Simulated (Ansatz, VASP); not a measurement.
Two plane-wave programs on In3B2As

```
In B As
1.0
     5.11614    0.00000    0.00000
    -2.55807    4.43071    0.00000
     0.00000    0.00000    5.14354
In B As
3 2 1
Direct
  0.33333 0.66667 0.50000
  0.66667 0.33333 0.50000
  0.00000 0.00000 0.00000
  0.33333 0.66667 0.00000
  0.66667 0.33333 0.00000
  0.00000 0.00000 0.50000
```

Alike in both runs: functional PBE; k mesh 12 × 12 × 8; occupations gaussian, width 0.1 eV; no spin polarisation.

Ansatz relaxed the structure, and its values are those at the end. VASP's run is a single point on that final structure, the one shown.

|  | VASP | Ansatz |
| --- | --- | --- |
| version | VASP 6.6.1 | Ansatz 0.2.0 |
| potentials or method | VASP PAW PBE potentials, release 64 (In_d, B, As), cutoff 520 eV | scalar-relativistic, plane waves, PAW |
| valence electrons in the cell | 50 | 60 |

|  | VASP | Ansatz | Ansatz less VASP |
| --- | --- | --- | --- |
| gap on the k mesh at the Fermi level (eV) | none | none | - |
| pressure (GPa) | 0.0 | 0.0 | -0.02 |

A gap of «none» marks a metal or a gap that the smearing closes. VASP's potentials hold 50 valence electrons a cell and Ansatz's 60, so a difference there can come from the potentials and not from the codes.
